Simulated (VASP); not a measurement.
# GaS5 (P6/mmm) in VASP: relaxation of cell and atoms with PBE

Aim: the relaxation of cell and atoms of GaS5 with PBE.

Everything below comes from runs of VASP 6.6.1. Logs are shortened: lines on timing, memory, paths and dates and some standing lists are left out, and cuts for length are marked.

### 1 The cell of the first run

The structure is hexagonal, space group P6/mmm (No. 191). The conventional cell has a = 5.935 Å, b = 5.935 Å, c = 3.827 Å, α = 90.00°, β = 90.00°, γ = 120.00°. Ga (site symmetry 6/mmm) has 18 S at 3.43 to 3.53 Å and 2 Ga at 3.83 Å within 4.5 Å. Within 3.5 Å of S (site symmetry -6m2) lie 9 S at 2.57 to 3.43 Å and 3 Ga at 3.43 Å. Within 3.6 Å of S (site symmetry mmm) lie 8 S at 2.57 to 2.97 Å and 4 Ga at 3.53 Å.

The cell was generated, and may not be a known phase.

### 2 Relaxation of cell and atoms, PBE

File INCAR:

```
ALGO = Normal ; EDIFF = 1E-7
EDIFFG = -0.01 ; ENCUT = 600
GGA = PE ; IBRION = 2
ISIF = 3 ; ISMEAR = 0
LASPH = True ; LCHARG = False
LREAL = False ; LWAVE = False
NELM = 80 ; NSW = 100
PREC = Accurate ; SIGMA = 0.1
```

File KPOINTS:

```
k-points
0
Gamma
  6 6 10
```

File POSCAR:

```
GaS5
1.0
    5.9348521278      0.0000000000      0.0000000000
   -2.9674260639      5.1397327104      0.0000000000
    0.0000000000      0.0000000000      3.8270931514
Ga S
1 5
Direct
    0.0000000000      0.0000000000      0.0000000000
    0.3333333333      0.6666666667      0.0000000000
    0.6666666667      0.3333333333      0.0000000000
    0.5000000000      0.0000000000      0.5000000000
    0.5000000000      0.5000000000      0.5000000000
    0.0000000000      0.5000000000      0.5000000000
```

Potentials or basis: VASP PAW PBE potentials, release 64 (Ga_d, S).

The run is started by

```console
$ cat potpaw_PBE.64/Ga_d/POTCAR potpaw_PBE.64/S/POTCAR > POTCAR
$ mpirun -np 1 vasp_std > vasp.out
```

OUTCAR:

```text
EDIFF = 1E-7
   EDIFFG = -0.01
   ENCUT = 600
   GGA = PE
   IBRION = 2
   ISIF = 3
   ISMEAR = 0
   LASPH = True
   LREAL = False
   NELM = 80
   NSW = 100
   PREC = Accurate

 ion  position               nearest neighbor table
   1  0.000  0.000  0.000-
   2  0.333  0.667  0.000-   6 2.57   6 2.57   4 2.57   4 2.57   5 2.57   5 2.57
   3  0.667  0.333  0.000-   6 2.57   6 2.57   4 2.57   4 2.57   5 2.57   5 2.57
   4  0.500  0.000  0.500-   2 2.57   3 2.57   2 2.57   3 2.57
   5  0.500  0.500  0.500-   2 2.57   3 2.57   2 2.57   3 2.57
   6  0.000  0.500  0.500-   2 2.57   3 2.57   2 2.57   3 2.57

  LATTYP: Found a hexagonal cell.
 ALAT       =     5.9348521278
 C/A-ratio  =     0.6448506330

  Lattice vectors:

 A1 = (   5.9348521278,   0.0000000000,   0.0000000000)
 A2 = (  -2.9674260639,   5.1397327104,   0.0000000000)
 A3 = (   0.0000000000,   0.0000000000,   3.8270931514)

Analysis of symmetry for initial positions (statically):
=====================================================================
 Subroutine PRICEL returns:
 Original cell was already a primitive cell.

 Routine SETGRP: Setting up the symmetry group for a
 hexagonal supercell.

 Subroutine GETGRP returns: Found 24 space group operations
 (whereof 24 operations were pure point group operations)
 out of a pool of 24 trial point group operations.

The static configuration has the point symmetry D_6h.

Analysis of symmetry for dynamics (positions and initial velocities):
=====================================================================
 Subroutine PRICEL returns:
 Original cell was already a primitive cell.

 Routine SETGRP: Setting up the symmetry group for a
 hexagonal supercell.

 Subroutine GETGRP returns: Found 24 space group operations
 (whereof 24 operations were pure point group operations)
 out of a pool of 24 trial point group operations.

The dynamic configuration has the point symmetry D_6h.

 Subroutine INISYM returns: Found 24 space group operations
 (whereof 24 operations are pure point group operations),
 and found     1 'primitive' translations

----------------------------------------------------------------------------------------

                                     Primitive cell

  volume of cell :     116.7399

  direct lattice vectors                    reciprocal lattice vectors
     5.934852128  0.000000000  0.000000000     0.168496195  0.097281323  0.000000000
    -2.967426064  5.139732710  0.000000000     0.000000000  0.194562647  0.000000000
     0.000000000  0.000000000  3.827093151     0.000000000  0.000000000  0.261294920

  length of vectors
     5.934852128  5.934852128  3.827093151     0.194562647  0.194562647  0.261294920

  position of ions in fractional coordinates (direct lattice)
     0.000000000  0.000000000  0.000000000
     0.333333333  0.666666667  0.000000000
     0.666666667  0.333333333  0.000000000
     0.500000000  0.000000000  0.500000000
     0.500000000  0.500000000  0.500000000
     0.000000000  0.500000000  0.500000000

  ion indices of the primitive-cell ions
   primitive index   ion index
                 1           1
                 2           2
                 3           3
                 4           4
                 5           5
                 6           6

----------------------------------------------------------------------------------------

 KPOINTS: k-points

Automatic generation of k-mesh.
 Grid dimensions read from file:
 generate k-points for:    6    6   10

 Generating k-lattice:

  Cartesian coordinates                     Fractional coordinates (reciprocal lattice)
     0.028082699  0.016213554  0.000000000     0.166666667 -0.000000000  0.000000000
     0.000000000  0.032427108  0.000000000     0.000000000  0.166666667  0.000000000
     0.000000000  0.000000000  0.026129492     0.000000000  0.000000000  0.100000000

  Length of vectors
     0.032427108  0.032427108  0.026129492

  Shift w.r.t. Gamma in fractional coordinates (k-lattice)
     0.000000000  0.000000000  0.000000000

 Subroutine IBZKPT returns following result:
 ===========================================

 Found     42 irreducible k-points:

 Following reciprocal coordinates:
            Coordinates               Weight
  0.000000  0.000000  0.000000      1.000000
  0.166667  0.000000  0.000000      6.000000
  0.333333  0.000000  0.000000      6.000000
  0.500000  0.000000  0.000000      3.000000
  0.166667  0.166667  0.000000      6.000000
  0.333333  0.166667  0.000000     12.000000
[... 16 lines left out ...]
  0.166667  0.000000  0.300000     12.000000
  0.333333  0.000000  0.300000     12.000000
 [... further k-points ...]
   k-points           NKPTS =     42   k-points in BZ     NKDIM =     42   number of bands    NBANDS=     25
   number of dos      NEDOS =    301   number of ions     NIONS =      6
   total plane-waves  NPLWV =  73728
   dimension x,y,z NGX =    48 NGY =   48 NGZ =   32
   dimension x,y,z NGXF=    96 NGYF=   96 NGZF=   64
   ions per type =               1   5
   NGX,Y,Z   is equivalent  to a cutoff of  13.45, 13.45, 13.90 a.u.
   NGXF,Y,Z  is equivalent  to a cutoff of  26.89, 26.89, 27.80 a.u.
 SYSTEM =  unknown system
   PREC   = accura    normal or accurate (medium, high low for compatibility)
   ISTART =      0    job   : 0-new  1-cont  2-samecut
   ICHARG =      2    charge: 1-file 2-atom 10-const
   ISPIN  =      1    spin polarized calculation?
   LNONCOLLINEAR =      F non collinear calculations
   LSORBIT =      F    spin-orbit coupling
   LASPH  =      T    aspherical Exc in radial PAW
   ENCUT  =  600.0 eV  44.10 Ry    6.64 a.u.  11.85 11.85  7.64*2*pi/ulx,y,z
   NELM   =     80;   NELMIN=  2; NELMDL= -5     # of ELM steps
   EDIFF  = 0.1E-06   stopping-criterion for ELM
   LREAL  =      F    real-space projection
   EDIFFG = -.1E-01   stopping-criterion for IOM
   NSW    =    100    number of steps for IOM
   IBRION =      2    ionic relax: 0-MD 1-quasi-New 2-CG
   NFREE  =      1    steps in history (QN), initial steepest desc. (CG)
   ISIF   =      3    stress and relaxation
   ISYM   =      2    0-nonsym 1-usesym 2-fastsym
   POTIM  = 0.5000    time-step for ionic-motion
   TEBEG  =    0.0;   TEEND  =   0.0 temperature during run
   PSTRESS=    0.0 pullay stress
   NELECT =      43.0000    total number of electrons
   NUPDOWN=      -1.0000    fix difference up-down
   EMIN   =  10.00;   EMAX   =-10.00  energy-range for DOS
   EFERMI =   0.00;   METHOD = LEGACY
   ISMEAR =     0;   SIGMA  =   0.10  broadening in eV -4-tet -1-fermi 0-gaus
   EFERMI_NEDOS =   21; number of points for ismear=-14 and -15
   IALGO  =     38    algorithm
   IMIX   =      4    mixing-type and parameters
     AMIX     =   0.40;   BMIX     =  1.00
     AMIX_MAG =   1.60;   BMIX_MAG =  1.00
  volume/ion in A,a.u.               =      19.46       131.30
  Fermi-wavevector in a.u.,A,eV,Ry     =   1.173522  2.217635 18.737310  1.377153
  Thomas-Fermi vector in A             =   2.309933
   LORBIT       =      0    0 simple, 1 ext, 2 COOP (PROOUT), +10 PAW based schemes
   GGA     = PE    functional components
   LHFCALC =     F    Hartree Fock is set to
   AEXX    =    0.0000 exact exchange contribution
   IVDW    =     0    specifies the selected vdW correction
   LEPSILON=     F    determine dielectric tensor
   LRPA    =     F    only Hartree local field effects (RPA)
 conjugate gradient relaxation of ions
 non-spin polarized calculation
 Gauss-broadening in eV      SIGMA  =   0.10
  energy-cutoff  :      600.00
  volume of cell :      116.74
 maximum number of plane-waves:      3924
 NGX is ok and might be reduce to    48
   NGX = 23   NGY = 23   NGZ = 15

--------------------------------------- Ionic step        1  -------------------------------------------

 number of electron      43.0000000 magnetization

 Free energy of the ion-electron system (eV)
  ---------------------------------------------------
  ext. energy  EPLUGINS =         0.00000000
  ---------------------------------------------------
  free energy    TOTEN  =       -19.28867037 eV

  energy without entropy =      -19.26519803  energy(sigma->0) =      -19.27693420

------------------------ aborting loop because EDIFF is reached ----------------------------------------

  FORCE on cell =-STRESS in cart. coord.  units (eV):
  Direction    XX          YY          ZZ          XY          YZ          ZX
  --------------------------------------------------------------------------------------
  -------------------------------------------------------------------------------------
  Total        2.3349589      2.3349589     -3.5608106      0.0000000     -0.0000000      0.0000000
  in kB       32.0457437     32.0457437    -48.8697358      0.0000000     -0.0000000      0.0000000
  external PRESSURE =       5.0739172 kB  Pullay stress =       0.0000000 kB
[... 25 lines left out ...]
  energy  without entropy=      -19.2651980275  energy(sigma->0) =      -19.27693420

--------------------------------------- Ionic step        2  -------------------------------------------

 number of electron      42.9999998 magnetization

 E-fermi :   5.3934     XC(G=0): -10.0224

 val. band max:        5.3756913746   @ k =   0.0000   0.0000   0.0000
 cond. band min:       5.3983471176   @ k =   0.0000   0.0000   0.1000
 fundamental gap:      0.0226557431
 Fermi energy:         5.3933564894

 k-point     1 :       0.0000    0.0000    0.0000
  band No.  band energies     occupation
      1     -11.0508      2.00000
      2      -9.8267      2.00000
      3      -9.8106      2.00000
      4      -9.8106      2.00000
      5      -9.7999      2.00000
      6      -9.7999      2.00000
[... 661 lines left out ...]
     24       7.1770      0.00000
     25       7.2326      0.00000

 [... further k-points ...]

------------------------ aborting loop because EDIFF is reached ----------------------------------------

  FORCE on cell =-STRESS in cart. coord.  units (eV):
  Direction    XX          YY          ZZ          XY          YZ          ZX
  --------------------------------------------------------------------------------------
  -------------------------------------------------------------------------------------
  Total        1.9763304      1.9763304     -2.7738633      0.0000000     -0.0000000      0.0000000
  in kB       26.9036008     26.9036008    -37.7603413      0.0000000     -0.0000000      0.0000000
  external PRESSURE =       5.3489535 kB  Pullay stress =       0.0000000 kB
[... 225 lines left out ...]
  energy  without entropy=      -19.9650200791  energy(sigma->0) =      -19.97384605

--------------------------------------- Ionic step        8  -------------------------------------------

 number of electron      42.9999999 magnetization

 Free energy of the ion-electron system (eV)
  ---------------------------------------------------
  ext. energy  EPLUGINS =         0.00000000
  ---------------------------------------------------
  free energy    TOTEN  =       -19.98713565 eV

  energy without entropy =      -19.96910935  energy(sigma->0) =      -19.97812250

 E-fermi :   5.1293     XC(G=0):  -9.8054

 val. band max:        5.1281264348   @ k =   0.3333   0.1667   0.4000
 cond. band min:       5.1354689496   @ k =   0.3333   0.0000   0.5000
 fundamental gap:      0.0073425148
 Fermi energy:         5.1292809868

 k-point     1 :       0.0000    0.0000    0.0000
  band No.  band energies     occupation
      1     -11.5654      2.00000
      2     -10.2827      2.00000
      3     -10.2507      2.00000
      4     -10.2507      2.00000
      5     -10.2141      2.00000
      6     -10.2141      2.00000
[... 661 lines left out ...]
     24       6.9729      0.00000
     25       7.1214      0.00000

 [... further k-points ...]

------------------------ aborting loop because EDIFF is reached ----------------------------------------

  FORCE on cell =-STRESS in cart. coord.  units (eV):
  Direction    XX          YY          ZZ          XY          YZ          ZX
  --------------------------------------------------------------------------------------
  -------------------------------------------------------------------------------------
  Total       -0.0222353     -0.0222353      0.0501789      0.0000000     -0.0000000      0.0000000
  in kB       -0.2921686     -0.2921686      0.6593430      0.0000000     -0.0000000      0.0000000
  external PRESSURE =       0.0250019 kB  Pullay stress =       0.0000000 kB
[... 21 lines left out ...]
  FREE ENERGIE OF THE ION-ELECTRON SYSTEM (eV)
  ---------------------------------------------------
  free  energy   TOTEN  =       -19.9871356522 eV

  energy  without entropy=      -19.9691093541  energy(sigma->0) =      -19.97812250

 reached required accuracy - stopping structural energy minimisation
```

Run time: 23 min. Hardware: 1 thread of Intel Xeon 8259CL, shared host; peak memory 0.36 GiB.

What came out:

```
Free energy                           : -19.9871 eV
Relaxed volume                        : 20.32 Å³/atom
Relaxed cell                          : a = 6.530 Å, b = 6.530 Å, c = 3.302 Å, α = 90.00°, β = 90.00°, γ = 120.00°
Space group after relaxing (to 0.1 Å) : P6/mmm (No. 191)
Energy gained by relaxing             : 116.4 meV/atom
Ionic steps                           : 8
Pressure after relaxing               : 0.0 GPa
Band gap on the k mesh                : zero (an odd number of electrons rules out a gap without spin polarisation)
```

Step by step:
```tsv
step	energy change (eV)	largest force (eV/Å)	pressure (GPa)	volume (Å³)
1	0.0000	0.0000	0.51	116.74
2	-0.1764	0.0000	0.53	117.70
3	-0.6539	0.0000	0.64	119.48
4	0.6962	0.0000	6.81	117.54
5	-0.6903	0.0000	1.07	119.69
6	-0.6916	0.0000	1.01	119.68
7	-0.6940	0.0000	-0.77	123.78
8	-0.6985	0.0000	0.00	121.93
```

Final structure:
```yaml
crystal:
  lattice:
    - [6.52966, 0.00000, 0.00000]
    - [-3.26483, 5.65485, 0.00000]
    - [0.00000, 0.00000, 3.30224]
  atoms:
    - { symbol: Ga, position: [0.00000, 0.00000, 0.00000] }
    - { symbol: S, position: [0.33333, 0.66667, 0.00000] }
    - { symbol: S, position: [0.66667, 0.33333, 0.00000] }
    - { symbol: S, position: [0.50000, 0.00000, 0.50000] }
    - { symbol: S, position: [0.50000, 0.50000, 0.50000] }
    - { symbol: S, position: [0.00000, 0.50000, 0.50000] }
```
